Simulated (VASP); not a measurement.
# Cr (I4/mmm) in VASP: a series of runs, part 2 of 2

VASP 6.6.1.

### 3 Single point, PBEsol (biaxial strain in the a-b plane: -2.0 %, then relaxed in part)

File INCAR:

```
PREC = Accurate ; ENCUT = 520
EDIFF = 1E-6 ; ISMEAR = 0
SIGMA = 0.1 ; LREAL = False
LASPH = True ; NELM = 100
ALGO = Fast ; ISIF = 2
LWAVE = False ; LCHARG = False
GGA = PS ; NBANDS = 19
```

File KPOINTS:

```
Automatic mesh
0
Gamma
  14 14 14
```

File POSCAR:

```
Cr
1.0
    2.7580029521      0.0000000000      0.0000000000
    0.0000000000      2.7580029521      0.0000000000
    0.0000000000      0.0000000000      2.8497481846
Cr
2
Direct
    0.0000000000      0.0000000000      0.0000000000
    0.5000000000      0.5000000000      0.5000000000
```

Potentials or basis: VASP PAW PBE potentials, release 64 (Cr_pv).

Command:

```sh
$ cat potpaw_PBE.64/Cr_pv/POTCAR > POTCAR
$ mpirun -np 1 vasp_std > vasp.out
```

OUTCAR:

```text
PREC = Accurate
   ENCUT = 520
   EDIFF = 1E-6
   ISMEAR = 0
   LREAL = False
   LASPH = True
   NELM = 100
   ISIF = 2
   GGA = PS

 ion  position               nearest neighbor table
   1  0.000  0.000  0.000-   2 2.42   2 2.42   2 2.42   2 2.42   2 2.42   2 2.42   2 2.42   2 2.42

   2  0.500  0.500  0.500-   1 2.42   1 2.42   1 2.42   1 2.42   1 2.42   1 2.42   1 2.42   1 2.42

  LATTYP: Found a simple tetragonal cell.
 ALAT       =     2.7580029521
 C/A-ratio  =     1.0332650958

  Lattice vectors:

 A1 = (   2.7580029521,   0.0000000000,   0.0000000000)
 A2 = (   0.0000000000,   2.7580029521,   0.0000000000)
 A3 = (   0.0000000000,   0.0000000000,   2.8497481846)

Analysis of symmetry for initial positions (statically):
=====================================================================
 Subroutine PRICEL returns following result:

  LATTYP: Found a body centered tetragonal cell.
 ALAT       =     2.7580029521
 C/A-ratio  =     1.0332650958

  Lattice vectors:

 A1 = (  -1.3790014761,  -1.3790014761,  -1.4248740923)
 A2 = (   1.3790014761,   1.3790014761,  -1.4248740923)
[... 176 lines left out ...]
 Free energy of the ion-electron system (eV)
  ---------------------------------------------------
  ext. energy  EPLUGINS =         0.00000000
  ---------------------------------------------------
  free energy    TOTEN  =       -20.45703269 eV

  energy without entropy =      -20.45107710  energy(sigma->0) =      -20.45405489

 E-fermi :  11.7882     XC(G=0): -14.2121

 val. band max:       11.7806421568   @ k =   0.4286   0.0714   0.0714
 cond. band min:      11.7927191555   @ k =   0.4286   0.0714   0.0000
 fundamental gap:      0.0120769987
 Fermi energy:        11.7882113967

 k-point     1 :       0.0000    0.0000    0.0000
  band No.  band energies     occupation
      1     -31.5570      2.00000
      2     -31.4712      2.00000
      3     -31.4712      2.00000
      4     -30.7404      2.00000
      5     -30.7277      2.00000
      6     -30.7277      2.00000
[... 505 lines left out ...]
      6     -30.7865      2.00000
[... 11 lines left out ...]
     18      17.3585      0.00000
     19      18.8818      0.00000

 [... further k-points ...]
[... 5 lines left out ...]
  --------------------------------------------------------------------------------------
  -------------------------------------------------------------------------------------
  Total        1.6530247      1.6530247     -0.0748126      0.0000000      0.0000000      0.0000000
  in kB      122.1782722    122.1782722     -5.5295473      0.0000000      0.0000000      0.0000000
  external PRESSURE =      79.6089991 kB  Pullay stress =       0.0000000 kB

 VOLUME and BASIS-vectors are now :
 -----------------------------------------------------------------------------
  energy-cutoff  :      520.00
  volume of cell :       21.68
      direct lattice vectors                 reciprocal lattice vectors
     2.758002952  0.000000000  0.000000000     0.362581193  0.000000000  0.000000000
     0.000000000  2.758002952  0.000000000     0.000000000  0.362581193  0.000000000
     0.000000000  0.000000000  2.849748185     0.000000000  0.000000000  0.350908198

 POSITION                                       TOTAL-FORCE (eV/Angst)
 -----------------------------------------------------------------------------------
      0.00000      0.00000      0.00000        -0.000000     -0.000000     -0.000000
      1.37900      1.37900      1.42487         0.000000      0.000000      0.000000
 -----------------------------------------------------------------------------------
    total drift:                                0.000000      0.000000     -0.000000

  FREE ENERGIE OF THE ION-ELECTRON SYSTEM (eV)
  ---------------------------------------------------
  free  energy   TOTEN  =       -20.4570326852 eV

  energy  without entropy=      -20.4510770962  energy(sigma->0) =      -20.45405489
```

Run time: 47 s. Hardware: 1 thread of Intel Xeon 6975P-C (Granite Rapids), shared host; peak memory 0.21 GiB.

Results:

```yaml
Free_energy: -20.4570 eV
Pressure: 8.0 GPa
Band_gap_on_the_k_mesh: zero (band 12 reaches 13.19 eV, above the bottom of band 13 at 11.31 eV)
```

Levels at points of the mesh, in eV from the Fermi level:
```csv
k point,band 8,band 9,band 10,band 11,band 12,band 13,band 14,band 15,band 16,band 17
"(0.00, 0.00, 0.00)",-4.85,-4.73,-1.12,-1.12,-0.83,1.01,1.32,2.62,2.69,2.69
"(0.50, 0.00, 0.00)",-4.06,-2.05,-2.05,-0.65,-0.65,-0.41,-0.41,0.68,0.68,2.92
"(0.50, 0.50, 0.00)",-4.85,-2.95,-2.95,1.41,1.41,1.47,1.47,1.67,1.67,3.13
"(0.00, 0.00, 0.50)",-4.27,-2.15,-2.15,-0.36,-0.36,-0.36,-0.36,0.79,0.79,2.44
"(0.50, 0.00, 0.50)",-4.80,-2.61,-2.61,1.04,1.04,1.15,1.15,1.57,1.57,3.08
"(0.50, 0.50, 0.50)",-2.63,-2.47,-2.47,-2.47,-2.47,1.54,1.54,1.72,1.72,7.09
```

Caveat: the cell differs from its parent crystal (biaxial strain in the a-b plane: -2.0 %, then relaxed in part); the PAW data sets were made with another functional, which shifts forces and pressure a little; the run has no spin polarisation, though such a crystal can be magnetic.

### 4 Single point, PBEsol (biaxial strain in the a-b plane: -2.0 %)

File INCAR:

```
  PREC = Accurate
  ENCUT = 520
  EDIFF = 1E-6
  ISMEAR = 0
  SIGMA = 0.1
  LREAL = F
  LASPH = T
  NELM = 80
  ALGO = Normal
  ISIF = 2
  LWAVE = F
  LCHARG = F
  GGA = PS
  NBANDS = 19
```

KPOINTS is that of step 3.

Edit POSCAR of step 3 so:

```diff
@@ -4,3 +4,3 @@
     0.0000000000      2.7580029521      0.0000000000
-    0.0000000000      0.0000000000      2.8497481846
+    0.0000000000      0.0000000000      2.8480601913
 Cr
```

Command:

```sh
$ cat potpaw_PBE.64/Cr_pv/POTCAR > POTCAR
$ mpirun -np 1 vasp_std > vasp.out
```

It took 29 s on 1 thread of Intel Xeon 6975P-C (Granite Rapids), shared host; peak memory 0.21 GiB.

Results (log left out):

```
Free energy            : -20.4571 eV
Pressure               : 8.2 GPa
Band gap on the k mesh : zero (band 12 reaches 13.20 eV, above the bottom of band 13 at 11.32 eV)
```

Stress tensor (GPa, compression positive):
```
12.42  0.00  0.00
 0.00 12.42  0.00
 0.00  0.00 -0.12
```

Levels at points of the mesh, in eV from the Fermi level:
```tsv
k point	band 8	band 9	band 10	band 11	band 12	band 13	band 14	band 15	band 16	band 17
(0.00, 0.00, 0.00)	-4.85	-4.73	-1.12	-1.12	-0.83	1.02	1.32	2.62	2.69	2.69
(0.50, 0.00, 0.00)	-4.06	-2.05	-2.05	-0.64	-0.64	-0.42	-0.42	0.68	0.68	2.92
(0.50, 0.50, 0.00)	-4.85	-2.95	-2.95	1.40	1.40	1.47	1.47	1.67	1.67	3.13
(0.00, 0.00, 0.50)	-4.26	-2.15	-2.15	-0.36	-0.36	-0.36	-0.36	0.79	0.79	2.45
(0.50, 0.00, 0.50)	-4.80	-2.61	-2.61	1.04	1.04	1.16	1.16	1.57	1.57	3.08
(0.50, 0.50, 0.50)	-2.63	-2.47	-2.47	-2.47	-2.47	1.54	1.54	1.72	1.72	7.09
```

Caveat: the cell differs from its parent crystal (biaxial strain in the a-b plane: -2.0 %); the PAW data sets were made with another functional, which shifts forces and pressure a little; the run has no spin polarisation, though such a crystal can be magnetic. Spin polarisation is off, so any magnetic state and its effect on volume and gap are missing.

### 5 Single point, PBEsol (biaxial strain in the a-b plane: +2.0 %, then relaxed in part)

File INCAR:

```
SYSTEM = Cr
ALGO = Normal
EDIFF = 1E-6
ENCUT = 520
GGA = PS
ISIF = 2
ISMEAR = 0
LASPH = .True.
LCHARG = .True.
LELF = .True.
LREAL = .False.
LVHAR = .True.
LWAVE = .False.
NBANDS = 19
NELM = 80
PREC = Accurate
SIGMA = 0.1
```

File KPOINTS:

```
k-points
0
Gamma
  14 14 14
  0 0 0
```

File POSCAR:

```
Cr
1.0
    2.8705745011      0.0000000000      0.0000000000
    0.0000000000      2.8705745011      0.0000000000
    0.0000000000      0.0000000000      2.7836634278
Cr
2
Direct
    0.0000000000      0.0000000000      0.0000000000
    0.5000000000      0.5000000000      0.5000000000
```

Command:

```sh
$ cat potpaw_PBE.64/Cr_pv/POTCAR > POTCAR
$ mpirun -np 1 vasp_std > vasp.out
```

It took 32 s on 1 thread of Intel Xeon 6975P-C (Granite Rapids), shared host; peak memory 0.21 GiB.

Results (log left out):

```yaml
Free_energy: -20.4563 eV
Pressure: -8.0 GPa
Band_gap_on_the_k_mesh: zero (band 12 reaches 12.09 eV, above the bottom of band 13 at 10.42 eV)
```

Stress tensor (GPa, compression positive):
```
-11.67   0.00   0.00
  0.00 -11.67   0.00
  0.00   0.00  -0.53
```

Levels at points of the mesh, in eV from the Fermi level:
| k point | band 10 | band 11 | band 12 | band 13 | band 14 | band 15 |
| --- | --- | --- | --- | --- | --- | --- |
| (0.00, 0.00, 0.00) | -1.11 | -0.85 | -0.85 | 0.96 | 1.23 | 2.45 |
| (0.50, 0.00, 0.00) | -1.91 | -0.48 | -0.48 | -0.27 | -0.27 | 0.71 |
| (0.50, 0.50, 0.00) | -2.30 | 0.92 | 0.92 | 0.93 | 0.93 | 1.36 |
| (0.00, 0.00, 0.50) | -1.82 | -0.53 | -0.53 | -0.53 | -0.53 | 0.61 |
| (0.50, 0.00, 0.50) | -2.61 | 1.15 | 1.15 | 1.20 | 1.20 | 1.56 |
| (0.50, 0.50, 0.50) | -2.42 | -2.27 | -2.27 | 1.44 | 1.44 | 1.59 |

Caveat: the cell differs from its parent crystal (biaxial strain in the a-b plane: +2.0 %, then relaxed in part); the PAW data sets were made with another functional, which shifts forces and pressure a little; the run has no spin polarisation, though such a crystal can be magnetic. Spin polarisation is off, so any magnetic state and its effect on volume and gap are missing.

### 6 Single point, PBEsol (biaxial strain in the a-b plane: +2.0 %)

File INCAR:

```
SYSTEM = Cr
ALGO = Fast ; EDIFF = 1E-6
ENCUT = 520 ; GGA = PS
ISIF = 2 ; ISMEAR = 0
LASPH = .TRUE. ; LCHARG = .FALSE.
LREAL = .FALSE. ; LWAVE = .FALSE.
NBANDS = 19 ; NELM = 80
PREC = Accurate ; SIGMA = 0.1
```

File KPOINTS:

```
k-points
0
G
  14 14 14
  0 0 0
```

Edit POSCAR of step 5 so:

```diff
@@ -4,3 +4,3 @@
     0.0000000000      2.8705745011      0.0000000000
-    0.0000000000      0.0000000000      2.7836634278
+    0.0000000000      0.0000000000      2.7805172619
 Cr
```

Potentials or basis: VASP PAW PBE potentials, release 64 (Cr_pv).

Command:

```sh
$ cat potpaw_PBE.64/Cr_pv/POTCAR > POTCAR
$ mpirun -np 1 vasp_std > vasp.out
```

OUTCAR:

```text
SYSTEM = Cr
   EDIFF = 1E-6
   ENCUT = 520
   GGA = PS
   ISIF = 2
   ISMEAR = 0
   LASPH = .TRUE.
   LREAL = .FALSE.
   NELM = 80
   PREC = Accurate

 ion  position               nearest neighbor table
   1  0.000  0.000  0.000-   2 2.46   2 2.46   2 2.46   2 2.46   2 2.46   2 2.46   2 2.46   2 2.46

   2  0.500  0.500  0.500-   1 2.46   1 2.46   1 2.46   1 2.46   1 2.46   1 2.46   1 2.46   1 2.46

  LATTYP: Found a simple tetragonal cell.
 ALAT       =     2.8705745011
 C/A-ratio  =     0.9686274510

  Lattice vectors:

 A1 = (   2.8705745011,   0.0000000000,   0.0000000000)
 A2 = (   0.0000000000,   2.8705745011,   0.0000000000)
 A3 = (   0.0000000000,   0.0000000000,   2.7805172619)

Analysis of symmetry for initial positions (statically):
=====================================================================
 Subroutine PRICEL returns following result:

  LATTYP: Found a body centered tetragonal cell.
 ALAT       =     2.8705745011
 C/A-ratio  =     0.9686274510

  Lattice vectors:

 A1 = (  -1.4352872506,  -1.4352872506,  -1.3902586310)
 A2 = (   1.4352872506,   1.4352872506,  -1.3902586310)
 A3 = (   1.4352872506,  -1.4352872506,   1.3902586310)

   2 primitive cells build up your supercell.

 Routine SETGRP: Setting up the symmetry group for a
 simple tetragonal supercell.

 Subroutine GETGRP returns: Found 16 space group operations
 (whereof 16 operations were pure point group operations)
 out of a pool of 16 trial point group operations.

The static configuration has the point symmetry D_4h.

Analysis of symmetry for dynamics (positions and initial velocities):
=====================================================================
 Subroutine PRICEL returns following result:

  LATTYP: Found a body centered tetragonal cell.
 ALAT       =     2.8705745011
 C/A-ratio  =     0.9686274510

  Lattice vectors:

[... 121 lines left out ...]
   PSTRESS=    0.0 pullay stress
   NELECT =      24.0000    total number of electrons
   NUPDOWN=      -1.0000    fix difference up-down
   EMIN   =  10.00;   EMAX   =-10.00  energy-range for DOS
   EFERMI =   0.00;   METHOD = LEGACY
   ISMEAR =     0;   SIGMA  =   0.10  broadening in eV -4-tet -1-fermi 0-gaus
   EFERMI_NEDOS =   21; number of points for ismear=-14 and -15
   IALGO  =     68    algorithm
   IMIX   =      4    mixing-type and parameters
     AMIX     =   0.40;   BMIX     =  1.00
     AMIX_MAG =   1.60;   BMIX_MAG =  1.00
  volume/ion in A,a.u.               =      11.46        77.31
  Fermi-wavevector in a.u.,A,eV,Ry     =   1.662612  3.141881 37.610281  2.764278
  Thomas-Fermi vector in A             =   2.749472
   LORBIT       =      0    0 simple, 1 ext, 2 COOP (PROOUT), +10 PAW based schemes
   GGA     = PS    functional components
   LHFCALC =     F    Hartree Fock is set to
   AEXX    =    0.0000 exact exchange contribution
   IVDW    =     0    specifies the selected vdW correction
   LEPSILON=     F    determine dielectric tensor
   LRPA    =     F    only Hartree local field effects (RPA)
 non-spin polarized calculation
 RMM-DIIS sequential band-by-band and
 Gauss-broadening in eV      SIGMA  =   0.10
  energy-cutoff  :      520.00
  volume of cell :       22.91
 maximum number of plane-waves:       634
 NGX is ok and might be reduce to    24
   NGX = 11   NGY = 11   NGZ = 11

 number of electron      23.9999996 magnetization

 Free energy of the ion-electron system (eV)
  ---------------------------------------------------
  ext. energy  EPLUGINS =         0.00000000
  ---------------------------------------------------
  free energy    TOTEN  =       -20.45631104 eV

  energy without entropy =      -20.45013070  energy(sigma->0) =      -20.45322087

 E-fermi :  10.9602     XC(G=0): -13.8823

 val. band max:       10.9578912745   @ k =   0.2857   0.0000   0.1429
 cond. band min:      10.9699594657   @ k =   0.1429   0.0000   0.5000
 fundamental gap:      0.0120681912
 Fermi energy:        10.9602445643

 k-point     1 :       0.0000    0.0000    0.0000
  band No.  band energies     occupation
      1     -32.3058      2.00000
      2     -32.3058      2.00000
      3     -32.2294      2.00000
      4     -31.6351      2.00000
      5     -31.6351      2.00000
      6     -31.6173      2.00000
[... 505 lines left out ...]
      6     -31.6681      2.00000
[... 11 lines left out ...]
     18      15.7018      0.00000
     19      18.0300      0.00000

 [... further k-points ...]
[... 5 lines left out ...]
  --------------------------------------------------------------------------------------
  -------------------------------------------------------------------------------------
  Total       -1.6414612     -1.6414612      0.0194275      0.0000000      0.0000000     -0.0000000
  in kB     -114.7831069   -114.7831069      1.3585125      0.0000000      0.0000000     -0.0000000
  external PRESSURE =     -76.0692338 kB  Pullay stress =       0.0000000 kB

 VOLUME and BASIS-vectors are now :
 -----------------------------------------------------------------------------
  energy-cutoff  :      520.00
  volume of cell :       22.91
      direct lattice vectors                 reciprocal lattice vectors
     2.870574501  0.000000000  0.000000000     0.348362322  0.000000000  0.000000000
     0.000000000  2.870574501  0.000000000     0.000000000  0.348362322  0.000000000
     0.000000000  0.000000000  2.780517262     0.000000000  0.000000000  0.359645313

 POSITION                                       TOTAL-FORCE (eV/Angst)
 -----------------------------------------------------------------------------------
      0.00000      0.00000      0.00000        -0.000000     -0.000000     -0.000000
      1.43529      1.43529      1.39026         0.000000      0.000000      0.000000
 -----------------------------------------------------------------------------------
    total drift:                                0.000000      0.000000     -0.000000

  FREE ENERGIE OF THE ION-ELECTRON SYSTEM (eV)
  ---------------------------------------------------
  free  energy   TOTEN  =       -20.4563110444 eV

  energy  without entropy=      -20.4501306976  energy(sigma->0) =      -20.45322087
```

Run time: 39 s. Hardware: 1 thread of Intel Xeon 6975P-C (Granite Rapids), shared host; peak memory 0.21 GiB.

Results:

```
Free energy            : -20.4563 eV
Pressure               : -7.6 GPa
Band gap on the k mesh : zero (band 12 reaches 12.11 eV, above the bottom of band 13 at 10.43 eV)
```

Stress tensor (GPa, compression positive):
```
-11.48   0.00   0.00
  0.00 -11.48   0.00
  0.00   0.00   0.14
```

Caveat: the cell differs from its parent crystal (biaxial strain in the a-b plane: +2.0 %); the PAW data sets were made with another functional, which shifts forces and pressure a little; the run has no spin polarisation, though such a crystal can be magnetic.

### 7 Single point, PBEsol (biaxial strain in the a-b plane: +4.0 %, then relaxed in part)

File INCAR:

```
PREC = Accurate
ENCUT = 600
EDIFF = 1E-6
ISMEAR = 0
SIGMA = 0.1
LREAL = F
LASPH = T
NELM = 120
ALGO = Normal
ISIF = 2
LWAVE = F
LCHARG = F
GGA = PS
NBANDS = 21
GGA_COMPAT = F
```

File KPOINTS:

```
regular mesh
0
Gamma
  14 14 14
```

File POSCAR:

```
Cr
1.0
    2.9268602757      0.0000000000      0.0000000000
    0.0000000000      2.9268602757      0.0000000000
    0.0000000000      0.0000000000      2.7569456157
Cr
2
Direct
    0.0000000000      0.0000000000      0.0000000000
    0.5000000000      0.5000000000      0.5000000000
```

Potentials or basis: VASP PAW PBE potentials, release 64 (Cr_sv).

Command:

```sh
$ cat potpaw_PBE.64/Cr_sv/POTCAR > POTCAR
$ mpirun -np 1 vasp_std > vasp.out
```

Run time: 50 s. Hardware: 1 thread of Intel Xeon 6975P-C (Granite Rapids), shared host; peak memory 0.25 GiB.

The run converged. Its results:

```
Free energy            : -20.5480 eV
Pressure               : -16.6 GPa
Band gap on the k mesh : zero (band 14 reaches 14.58 eV, above the bottom of band 15 at 12.90 eV)
```

Stress tensor (GPa, compression positive):
```
-23.51   0.00   0.00
  0.00 -23.51   0.00
  0.00   0.00  -2.77
```

Levels at points of the mesh, in eV from the Fermi level:
| k point | band 11 | band 12 | band 13 | band 14 | band 15 | band 16 | band 17 | band 18 |
| --- | --- | --- | --- | --- | --- | --- | --- | --- |
| (0.00, 0.00, 0.00) | -4.13 | -1.19 | -0.68 | -0.68 | 0.81 | 1.34 | 2.39 | 2.39 |
| (0.50, 0.00, 0.00) | -1.83 | -1.83 | -0.49 | -0.49 | -0.09 | -0.09 | 0.77 | 0.77 |
| (0.50, 0.50, 0.00) | -1.98 | -1.98 | 0.66 | 0.66 | 0.75 | 0.75 | 1.26 | 1.26 |
| (0.00, 0.00, 0.50) | -1.65 | -1.65 | -0.58 | -0.58 | -0.58 | -0.58 | 0.57 | 0.57 |
| (0.50, 0.00, 0.50) | -2.57 | -2.57 | 1.11 | 1.11 | 1.21 | 1.21 | 1.69 | 1.69 |
| (0.50, 0.50, 0.50) | -2.38 | -2.38 | -2.11 | -2.11 | 1.35 | 1.35 | 1.63 | 1.63 |

Caveat: the cell differs from its parent crystal (biaxial strain in the a-b plane: +4.0 %, then relaxed in part); the PAW data sets were made with another functional, which shifts forces and pressure a little; the run has no spin polarisation, though such a crystal can be magnetic. Spin polarisation is off, so any magnetic state and its effect on volume and gap are missing.

### 8 Summary

```csv
potentials or basis,cell,cutoff (eV),second run,gap on the mesh (eV),pressure (GPa)
"VASP PAW PBE potentials, release 64 (Cr_pv)","a = 2.702, b = 2.702, c = 2.889 Å, 2 atoms",520,-,none,17.8
"VASP PAW PBE potentials, release 64 (Cr_pv)","a = 2.758, b = 2.758, c = 2.850 Å, 2 atoms",520,-,none,8.0
"VASP PAW PBE potentials, release 64 (Cr_pv)","a = 2.758, b = 2.758, c = 2.848 Å, 2 atoms",520,-,none,8.2
"VASP PAW PBE potentials, release 64 (Cr_pv)","a = 2.871, b = 2.871, c = 2.784 Å, 2 atoms",520,-,none,-8.0
"VASP PAW PBE potentials, release 64 (Cr_pv)","a = 2.871, b = 2.871, c = 2.781 Å, 2 atoms",520,-,none,-7.6
"VASP PAW PBE potentials, release 64 (Cr_sv)","a = 2.927, b = 2.927, c = 2.757 Å, 2 atoms",600,valence_matched,none,-16.6
```

Alike in all rows: task single point; level PBEsol; no spin polarisation; k mesh 14 × 14 × 14; smearing gaussian 0.1 eV.

Caveats: the PAW data sets were made with another functional, which shifts forces and pressure a little; the run has no spin polarisation, though such a crystal can be magnetic.

Total energies depend on the potentials used, so only differences within one code and one set of settings carry meaning.
